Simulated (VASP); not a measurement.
# CoHg3 (Pm-3m) in VASP: single point with r2SCAN

Aim: the single point of CoHg3 with r2SCAN.

Everything below comes from runs of VASP 6.6.1. Logs are shortened: lines on timing, memory, paths and dates and some standing lists are left out, and cuts for length are marked.

### Step 1. The cell of the first run

Symmetry: Pm-3m, No. 221, cubic system. The conventional cell has a = 4.312 Å, b = 4.312 Å, c = 4.312 Å, α = 90.00°, β = 90.00°, γ = 90.00°. Co (site symmetry m-3m) has 12 Hg at 3.05 Å within 4.0 Å. Hg (site symmetry 4/mmm) has 4 Co at 3.05 Å and 8 Hg at 3.05 Å within 4.0 Å.

### Step 2. Single point, r2SCAN, collinear spin, ferromagnetic start

Input file POSCAR:

```
CoHg3
1.0
    4.3124694018      0.0000000000      0.0000000000
    0.0000000000      4.3124694018      0.0000000000
    0.0000000000      0.0000000000      4.3124694018
Co Hg
1 3
Direct
    0.0000000000      0.0000000000      0.0000000000
    0.0000000000      0.5000000000      0.5000000000
    0.5000000000      0.0000000000      0.5000000000
    0.5000000000      0.5000000000      0.0000000000
```

Input file INCAR.step1:

```
SYSTEM = CoHg3
PREC = Accurate
ENCUT = 760
ISMEAR = 0
SIGMA = 0.1
LREAL = .FALSE.
LASPH = .TRUE.
NELM = 200
ISPIN = 2
MAGMOM = 2.28 0 0 0
LMAXMIX = 4
NBANDS = 50
GGA = PE
ALGO = Normal
EDIFF = 1E-5
LWAVE = .TRUE.
LCHARG = .FALSE.
GGA_COMPAT = .FALSE.
```

Input file INCAR.step2:

```
SYSTEM = CoHg3
PREC = Accurate
ENCUT = 760
EDIFF = 1E-6
ISMEAR = 0
SIGMA = 0.1
LREAL = .FALSE.
LASPH = .TRUE.
NELM = 200
ALGO = Normal
ISIF = 2
LWAVE = .FALSE.
LCHARG = .FALSE.
ISPIN = 2
MAGMOM = 2.28 0 0 0
LORBIT = 11
LMAXMIX = 4
METAGGA = R2SCAN
LMIXTAU = .TRUE.
NBANDS = 50
ISTART = 1
GGA_COMPAT = .FALSE.
```

Input file KPOINTS:

```
Automatic mesh
0
G
  4 4 4
  0 0 0
```

Potentials or basis: VASP PAW PBE potentials, release 64 (Co_sv, Hg_sv_GW).

Started as:

```sh
cat potpaw_PBE.64/Co_sv/POTCAR potpaw_PBE.64/Hg_sv_GW/POTCAR > POTCAR
cp INCAR.step1 INCAR
mpirun -np 1 vasp_std > vasp.out
cp INCAR.step2 INCAR
mpirun -np 1 vasp_std > vasp.out
```

OUTCAR:

```text
SYSTEM = CoHg3
   PREC = Accurate
   ENCUT = 760
   EDIFF = 1E-6
   ISMEAR = 0
   LREAL = .FALSE.
   LASPH = .TRUE.
   NELM = 200
   ISIF = 2
   ISPIN = 2
   LORBIT = 11
   METAGGA = R2SCAN
   ISTART = 1

 ion  position               nearest neighbor table
   1  0.000  0.000  0.000-
   2  0.000  0.500  0.500-   3 3.05   4 3.05   4 3.05   3 3.05   3 3.05   4 3.05   4 3.05   3 3.05

   3  0.500  0.000  0.500-   2 3.05   4 3.05   4 3.05   2 3.05   4 3.05   4 3.05   2 3.05   2 3.05

   4  0.500  0.500  0.000-   2 3.05   3 3.05   2 3.05   3 3.05   3 3.05   3 3.05   2 3.05   2 3.05

  LATTYP: Found a simple cubic cell.
 ALAT       =     4.3124694018

  Lattice vectors:

 A1 = (   4.3124694018,   0.0000000000,   0.0000000000)
 A2 = (   0.0000000000,   4.3124694018,   0.0000000000)
 A3 = (   0.0000000000,   0.0000000000,   4.3124694018)

Analysis of symmetry for initial positions (statically):
=====================================================================
 Subroutine PRICEL returns:
 Original cell was already a primitive cell.

 Routine SETGRP: Setting up the symmetry group for a
 simple cubic supercell.

 Subroutine GETGRP returns: Found 48 space group operations
 (whereof 48 operations were pure point group operations)
 out of a pool of 48 trial point group operations.

The static configuration has the point symmetry O_h .

Analysis of symmetry for dynamics (positions and initial velocities):
=====================================================================
 Subroutine PRICEL returns:
 Original cell was already a primitive cell.

 Routine SETGRP: Setting up the symmetry group for a
 simple cubic supercell.

 Subroutine GETGRP returns: Found 48 space group operations
 (whereof 48 operations were pure point group operations)
 out of a pool of 48 trial point group operations.

The dynamic configuration has the point symmetry O_h .

Analysis of structural, dynamic, and magnetic symmetry:
=====================================================================
 Subroutine PRICEL returns:
 Original cell was already a primitive cell.

 Routine SETGRP: Setting up the symmetry group for a
 simple cubic supercell.

 Subroutine GETGRP returns: Found 48 space group operations
 (whereof 48 operations were pure point group operations)
 out of a pool of 48 trial point group operations.

The overall configuration has the point symmetry O_h .

 Subroutine INISYM returns: Found 48 space group operations
 (whereof 48 operations are pure point group operations),
 and found     1 'primitive' translations

----------------------------------------------------------------------------------------

                                     Primitive cell

  volume of cell :      80.2007

  direct lattice vectors                    reciprocal lattice vectors
     4.312469402  0.000000000  0.000000000     0.231885703  0.000000000  0.000000000
     0.000000000  4.312469402  0.000000000     0.000000000  0.231885703  0.000000000
     0.000000000  0.000000000  4.312469402     0.000000000  0.000000000  0.231885703

  length of vectors
     4.312469402  4.312469402  4.312469402     0.231885703  0.231885703  0.231885703

  position of ions in fractional coordinates (direct lattice)
     0.000000000  0.000000000  0.000000000
     0.000000000  0.500000000  0.500000000
     0.500000000  0.000000000  0.500000000
     0.500000000  0.500000000  0.000000000

  ion indices of the primitive-cell ions
   primitive index   ion index
                 1           1
                 2           2
                 3           3
                 4           4

----------------------------------------------------------------------------------------

 KPOINTS: Automatic mesh

Automatic generation of k-mesh.
 Grid dimensions read from file:
 generate k-points for:    4    4    4

 Generating k-lattice:

  Cartesian coordinates                     Fractional coordinates (reciprocal lattice)
     0.057971426  0.000000000  0.000000000     0.250000000  0.000000000  0.000000000
     0.000000000  0.057971426  0.000000000     0.000000000  0.250000000  0.000000000
     0.000000000  0.000000000  0.057971426     0.000000000  0.000000000  0.250000000

  Length of vectors
     0.057971426  0.057971426  0.057971426

  Shift w.r.t. Gamma in fractional coordinates (k-lattice)
     0.000000000  0.000000000  0.000000000

 Subroutine IBZKPT returns following result:
 ===========================================

 Found     10 irreducible k-points:

 Following reciprocal coordinates:
            Coordinates               Weight
  0.000000  0.000000  0.000000      1.000000
  0.250000  0.000000  0.000000      6.000000
  0.500000  0.000000  0.000000      3.000000
  0.250000  0.250000  0.000000     12.000000
  0.500000  0.250000  0.000000     12.000000
  0.500000  0.500000  0.000000      3.000000
  0.250000  0.250000  0.250000      8.000000
  0.500000  0.250000  0.250000     12.000000
  0.500000  0.500000  0.250000      6.000000
  0.500000  0.500000  0.500000      1.000000
   k-points           NKPTS =     10   k-points in BZ     NKDIM =     10   number of bands    NBANDS=     50
   number of dos      NEDOS =    301   number of ions     NIONS =      4
   total plane-waves  NPLWV =  64000
   dimension x,y,z NGX =    40 NGY =   40 NGZ =   40
   dimension x,y,z NGXF=    80 NGYF=   80 NGZF=   80
   ions per type =               1   3
   NGX,Y,Z   is equivalent  to a cutoff of  15.42, 15.42, 15.42 a.u.
   NGXF,Y,Z  is equivalent  to a cutoff of  30.84, 30.84, 30.84 a.u.
 SYSTEM =  CoHg3
   PREC   = accura    normal or accurate (medium, high low for compatibility)
   ISTART =      1    job   : 0-new  1-cont  2-samecut
   ICHARG =      0    charge: 1-file 2-atom 10-const
   ISPIN  =      2    spin polarized calculation?
   LNONCOLLINEAR =      F non collinear calculations
   LSORBIT =      F    spin-orbit coupling
   LASPH  =      T    aspherical Exc in radial PAW
   ENCUT  =  760.0 eV  55.86 Ry    7.47 a.u.   9.69  9.69  9.69*2*pi/ulx,y,z
   NELM   =    200;   NELMIN=  2; NELMDL=  0     # of ELM steps
   EDIFF  = 0.1E-05   stopping-criterion for ELM
   LREAL  =      F    real-space projection
   EDIFFG = 0.1E-04   stopping-criterion for IOM
   NSW    =      0    number of steps for IOM
   IBRION =     -1    ionic relax: 0-MD 1-quasi-New 2-CG
   NFREE  =      0    steps in history (QN), initial steepest desc. (CG)
   ISIF   =      2    stress and relaxation
   ISYM   =      2    0-nonsym 1-usesym 2-fastsym
   POTIM  = 0.5000    time-step for ionic-motion
   TEBEG  =    0.0;   TEEND  =   0.0 temperature during run
   PSTRESS=    0.0 pullay stress
   NELECT =      77.0000    total number of electrons
   NUPDOWN=      -1.0000    fix difference up-down
   EMIN   =  10.00;   EMAX   =-10.00  energy-range for DOS
   EFERMI =   0.00;   METHOD = LEGACY
   ISMEAR =     0;   SIGMA  =   0.10  broadening in eV -4-tet -1-fermi 0-gaus
   EFERMI_NEDOS =   21; number of points for ismear=-14 and -15
   IALGO  =     38    algorithm
   IMIX   =      4    mixing-type and parameters
     AMIX     =   0.40;   BMIX     =  1.00
     AMIX_MAG =   1.60;   BMIX_MAG =  1.00
  volume/ion in A,a.u.               =      20.05       135.31
  Fermi-wavevector in a.u.,A,eV,Ry     =   1.615024  3.051953 35.488121  2.608303
  Thomas-Fermi vector in A             =   2.709839
   LORBIT       =     11    0 simple, 1 ext, 2 COOP (PROOUT), +10 PAW based schemes
   METAGGA = R2SCAN    functional components
   LHFCALC =     F    Hartree Fock is set to
   AEXX    =    0.0000 exact exchange contribution
   IVDW    =     0    specifies the selected vdW correction
   LEPSILON=     F    determine dielectric tensor
   LRPA    =     F    only Hartree local field effects (RPA)
 spin polarized calculation
 Gauss-broadening in eV      SIGMA  =   0.10
  energy-cutoff  :      760.00
  volume of cell :       80.20
 maximum number of plane-waves:      3840
 NGX is ok and might be reduce to    40
   NGX = 19   NGY = 19   NGZ = 19

 number of electron      77.0000003 magnetization      -1.9392449

 Free energy of the ion-electron system (eV)
  ---------------------------------------------------
  ext. energy  EPLUGINS =         0.00000000
  ---------------------------------------------------
  free energy    TOTEN  =      -159.24963617 eV

  energy without entropy =     -159.24081033  energy(sigma->0) =     -159.24522325

 E-fermi :   7.4637     XC(G=0): -12.6943

 val. band max:        7.3274689898   @ k =   0.5000   0.5000   0.0000
 cond. band min:       7.4744429766   @ k =   0.5000   0.2500   0.2500
 fundamental gap:      0.1469739868
 Fermi energy:         7.4637197681

 spin component 1

 k-point     1 :       0.0000    0.0000    0.0000
  band No.  band energies     occupation
      1    -110.5469      1.00000
      2    -110.5435      1.00000
      3    -110.5435      1.00000
      4     -89.4860      1.00000
      5     -58.3045      1.00000
      6     -58.3045      1.00000
[... 42 lines left out ...]
     49      15.4325      0.00000
     50      20.5201      0.00000

 k-point     2 :       0.2500    0.0000    0.0000
  band No.  band energies     occupation
      1    -110.5465      1.00000
      2    -110.5440      1.00000
      3    -110.5435      1.00000
      4     -89.4860      1.00000
      5     -58.3006      1.00000
      6     -58.3006      1.00000
[... 42 lines left out ...]
     49      16.4005      0.00000
     50      20.8175      0.00000

 k-point     3 :       0.5000    0.0000    0.0000
  band No.  band energies     occupation
      1    -110.5458      1.00000
      2    -110.5446      1.00000
      3    -110.5435      1.00000
      4     -89.4860      1.00000
      5     -58.2958      1.00000
      6     -58.2958      1.00000
[... 360 lines left out ...]
     49      21.2454      0.00000
     50      21.4510      0.00000

 k-point    10 :       0.5000    0.5000    0.5000
  band No.  band energies     occupation
      1    -110.5447      1.00000
      2    -110.5447      1.00000
      3    -110.5447      1.00000
      4     -89.4860      1.00000
      5     -58.3284      1.00000
      6     -58.2887      1.00000
[... 42 lines left out ...]
     49      21.4274      0.00000
     50      21.5389      0.00000
 Fermi energy:         7.4637197681

 spin component 2

 k-point     1 :       0.0000    0.0000    0.0000
  band No.  band energies     occupation
      1    -110.5525      1.00000
      2    -110.5491      1.00000
      3    -110.5491      1.00000
      4     -92.6278      1.00000
      5     -58.3116      1.00000
      6     -58.3116      1.00000
[... 42 lines left out ...]
     49      15.4210      0.00000
     50      20.5014      0.00000

 k-point     2 :       0.2500    0.0000    0.0000
  band No.  band energies     occupation
      1    -110.5520      1.00000
      2    -110.5495      1.00000
      3    -110.5491      1.00000
      4     -92.6278      1.00000
      5     -58.3075      1.00000
      6     -58.3075      1.00000
[... 42 lines left out ...]
     49      16.3028      0.00000
     50      20.7380      0.00000

 k-point     3 :       0.5000    0.0000    0.0000
  band No.  band energies     occupation
      1    -110.5513      1.00000
      2    -110.5502      1.00000
      3    -110.5491      1.00000
      4     -92.6278      1.00000
      5     -58.3024      1.00000
      6     -58.3024      1.00000
[... 360 lines left out ...]
     49      21.2065      0.00000
     50      21.4438      0.00000

 k-point    10 :       0.5000    0.5000    0.5000
  band No.  band energies     occupation
      1    -110.5502      1.00000
      2    -110.5502      1.00000
      3    -110.5502      1.00000
      4     -92.6278      1.00000
      5     -58.3328      1.00000
      6     -58.2999      1.00000
[... 42 lines left out ...]
     49      21.4275      0.00000
     50      21.4445      0.00000

------------------------ aborting loop because EDIFF is reached ----------------------------------------

  FORCE on cell =-STRESS in cart. coord.  units (eV):
  Direction    XX          YY          ZZ          XY          YZ          ZX
  --------------------------------------------------------------------------------------
  -------------------------------------------------------------------------------------
  Total       -1.3881692     -1.3881692     -1.3881692     -0.0000000     -0.0000000      0.0000000
  in kB      -27.7315990    -27.7315990    -27.7315990     -0.0000000     -0.0000000      0.0000000
  external PRESSURE =     -27.7315990 kB  Pullay stress =       0.0000000 kB

 VOLUME and BASIS-vectors are now :
 -----------------------------------------------------------------------------
  energy-cutoff  :      760.00
  volume of cell :       80.20
      direct lattice vectors                 reciprocal lattice vectors
     4.312469402  0.000000000  0.000000000     0.231885703  0.000000000  0.000000000
     0.000000000  4.312469402  0.000000000     0.000000000  0.231885703  0.000000000
     0.000000000  0.000000000  4.312469402     0.000000000  0.000000000  0.231885703

 POSITION                                       TOTAL-FORCE (eV/Angst)
 -----------------------------------------------------------------------------------
      0.00000      0.00000      0.00000         0.000000      0.000000      0.000000
      0.00000      2.15623      2.15623         0.000000      0.000000      0.000000
      2.15623      0.00000      2.15623         0.000000      0.000000      0.000000
      2.15623      2.15623      0.00000         0.000000      0.000000      0.000000
 -----------------------------------------------------------------------------------
    total drift:                               -0.000000     -0.000000     -0.000000

  FREE ENERGIE OF THE ION-ELECTRON SYSTEM (eV)
  ---------------------------------------------------
  free  energy   TOTEN  =      -159.2496361713 eV

  energy  without entropy=     -159.2408103252  energy(sigma->0) =     -159.24522325

 total charge

# of ion       s       p       d       f       tot
--------------------------------------------------
    1        2.143   6.025   6.831   0.000  14.999
    2        2.582   6.397   8.868   0.008  17.854
    3        2.582   6.397   8.868   0.008  17.854
    4        2.582   6.397   8.868   0.008  17.854
--------------------------------------------------
tot          9.888  25.215  33.434   0.024  68.562

 magnetization (x)

# of ion       s       p       d       f       tot
--------------------------------------------------
    1       -0.021  -0.002  -1.949   0.000  -1.971
    2       -0.015   0.031  -0.009   0.000   0.007
    3       -0.015   0.031  -0.009   0.000   0.007
    4       -0.015   0.031  -0.009   0.000   0.007
--------------------------------------------------
tot         -0.067   0.092  -1.976   0.001  -1.950
```

Wall time 14 min (1 thread of Intel Xeon Platinum 8259CL at 2.50GHz (Skylake/Cascade Lake), shared host); peak memory 0.38 GiB.

Results:

- Free energy: -159.2496 eV
- Pressure: -2.8 GPa
- Net moment: -1.94 μB per cell
- Site moments: Co -1.97; Hg +0.01 μB
- Valence electrons inside the program's atomic spheres: Co 15.00; Hg 17.85

Levels at points of the mesh, in eV from the Fermi level:
Spin up:
| k point | band 34 | band 35 | band 36 | band 37 | band 38 | band 39 | band 40 | band 41 |
| --- | --- | --- | --- | --- | --- | --- | --- | --- |
| (0.00, 0.00, 0.00) | -1.55 | -0.47 | -0.47 | -0.47 | 0.44 | 0.44 | 0.44 | 1.49 |
| (0.50, 0.00, 0.00) | -1.43 | -1.14 | -0.42 | -0.42 | 0.40 | 0.95 | 3.16 | 3.52 |
| (0.50, 0.50, 0.00) | -4.08 | -3.30 | -1.12 | -0.70 | -0.14 | -0.14 | 0.77 | 5.14 |
| (0.50, 0.50, 0.50) | -2.45 | -2.38 | -2.00 | -2.00 | -2.00 | -0.98 | -0.98 | 1.17 |
Spin down:
| k point | band 37 | band 38 | band 39 | band 40 | band 41 | band 42 | band 43 | band 44 |
| --- | --- | --- | --- | --- | --- | --- | --- | --- |
| (0.00, 0.00, 0.00) | -2.60 | -0.43 | -0.43 | -0.43 | 1.23 | 1.23 | 3.70 | 7.80 |
| (0.50, 0.00, 0.00) | -2.61 | -2.41 | 0.97 | 2.75 | 3.02 | 3.02 | 3.69 | 3.69 |
| (0.50, 0.50, 0.00) | -3.31 | -2.49 | -2.44 | -1.76 | 5.04 | 5.54 | 5.54 | 6.05 |
| (0.50, 0.50, 0.50) | -2.31 | -1.92 | -1.92 | -1.92 | -1.18 | -1.18 | -1.18 | 1.50 |

Caveat: the k points lie up to 0.36 Å⁻¹ apart; the PAW data sets were made with another functional, which shifts forces and pressure a little; spin-orbit coupling is left out, which moves the levels of the heavy elements.
